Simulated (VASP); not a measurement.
Wanted: the native input for a VASP 6.6.1 run.

| Quantity | Value |
| --- | --- |
| Task | single point |
| Functional | PBEsol |
| Potentials or basis | VASP PAW PBE potentials, release 64 (H, C) |
| Cutoff | 520 eV |
| k mesh | 2 × 2 × 1 |
| Occupations | gaussian, width 0.02 eV |
| Spin | collinear spin |
| Dipole correction | no |
| Further INCAR settings | LREAL = Auto; ALGO = Normal; EDIFF = 1e-06; NBANDS = 116 |

The structure of H17C36 lies in POSCAR:

```
H17C36
1.0
    7.5731140000      0.0000000000      0.0000000000
    3.7865570000      6.5585090000      0.0000000000
    0.0000000000      0.0000000000     17.7764260000
H C
17 36
Direct
    0.1111111721      0.1111110772      0.0562542774
    0.4444444614      0.1111110772      0.0562542774
    0.7777777507      0.1111110772      0.0562542774
    0.1111110586      0.4444444614      0.0562542774
    0.4444443479      0.4444444614      0.0562542774
    0.7777777693      0.4444444614      0.0562542774
    0.1111110772      0.7777778455      0.0562542774
    0.4444443665      0.7777778455      0.0562542774
    0.7777777879      0.7777778455      0.0562542774
    0.6638914168      0.0034735029      0.3247439615
    0.0103380507      0.0638716818      0.3221924362
    0.3333765022      0.3360376573      0.3247021645
    0.6700856509      0.3326338349      0.3234556260
   -0.0061897544      0.6630693043      0.3250807558
    0.3327788868      0.6684612311      0.3241944697
    0.6658405012      0.6688326569      0.3244065483
    0.9807582386      0.5201089150      0.3757269318
    0.1111111721      0.1111110772      0.1181339826
    0.4444444614      0.1111110772      0.1181339826
    0.7777777507      0.1111110772      0.1181339826
    0.1111110586      0.4444444614      0.1181339826
    0.4444443479      0.4444444614      0.1181339826
    0.7777777693      0.4444444614      0.1181339826
    0.1111110772      0.7777778455      0.1181339826
    0.4444443665      0.7777778455      0.1181339826
    0.7777777879      0.7777778455      0.1181339826
   -0.1111110772      0.2222221545      0.1471209680
    0.2222222121      0.2222221545      0.1471209680
    0.5555556335      0.2222221545      0.1471209680
   -0.1111110586      0.5555555386      0.1471209680
    0.2222222307      0.5555555386      0.1471209680
    0.5555556521      0.5555555386      0.1471209680
   -0.1111111721      0.8888889228      0.1471209680
    0.2222222493      0.8888889228      0.1471209680
    0.5555555386      0.8888889228      0.1471209680
   -0.1119920157      0.2290532803      0.2333037586
    0.2216617766      0.2250128802      0.2371358000
    0.5553206670      0.2242967113      0.2341434662
   -0.1115884743      0.5602036987      0.2354544721
    0.2211997523      0.5583967332      0.2344770540
    0.5547886449      0.5580326260      0.2341578673
   -0.1103001998      0.8946377904      0.2364857255
    0.2228507974      0.8928597948      0.2346465482
    0.5556923181      0.8912911456      0.2347594505
    0.0020439716      0.0119707086      0.2627115822
    0.3345372671      0.0017654927      0.2553588106
    0.6664349926      0.0033428330      0.2623273655
   -0.0019092681      0.3415203059      0.2571254199
    0.3337882383      0.3362404473      0.2622652045
    0.6661487671      0.3360962072      0.2610541624
   -0.0011580174      0.6719803236      0.2614393917
    0.3326281345      0.6695082678      0.2617645977
    0.6653181281      0.6693510674      0.2619676756
```

The input as run:

INCAR

```
PREC = Accurate
ENCUT = 520
EDIFF = 1E-6
ISMEAR = 0
SIGMA = 0.02
LREAL = Auto
LASPH = True
NELM = 150
ALGO = Normal
ISIF = 2
LWAVE = False
LCHARG = False
ISPIN = 2
MAGMOM = 0 0 0 0 0 0 0 0 0 0 0 0 0 0 0 0 0 0 0 0 0 0 0 0 0 0 0 0 0 0 0 0 0 0 0 0 0 0 0 0 0 0 0 0 0 0.3 0 0 0 0 0 0 0
LORBIT = 11
GGA = PS
NBANDS = 116
LUSENCCL = False
```

KPOINTS

```
Automatic mesh
0
Gamma
  2 2 1
```

Potentials or basis: VASP PAW PBE potentials, release 64 (H, C).

The run is started by

```console
$ cat potpaw_PBE.64/H/POTCAR potpaw_PBE.64/C/POTCAR > POTCAR
$ mpirun -np 1 vasp_std > vasp.out
```

It gave:

The largest force is 1.940 eV/Å, the band gap on the k mesh is 0.91 eV (least direct gap 1.06 eV) and the net moment is 1.00 μB per cell. The site moments are H +0.00, -0.00 (each value once); C -0.00, +0.00, +0.01, +0.03, -0.01, +0.40, +0.02 (each value once) μB and the valence electrons inside the program's atomic spheres are H 0.68, 0.69, 0.64, 0.67, 0.65, 0.40 (each value once); C 2.58, 2.56, 2.52, 2.55, 2.53, 2.59, 2.57, 2.48 (each value once).

Caveat: the k points lie up to 0.48 Å⁻¹ apart; there is no dipole correction, which matters where the two faces differ; the PAW data sets were made with another functional, which shifts forces and pressure a little.

Wall time 5.7 min on 1 × NVIDIA H100 80GB with 1 thread of AMD EPYC 7R13 Processor (Zen 3), with other jobs on the host, peak memory 2.1 GiB.
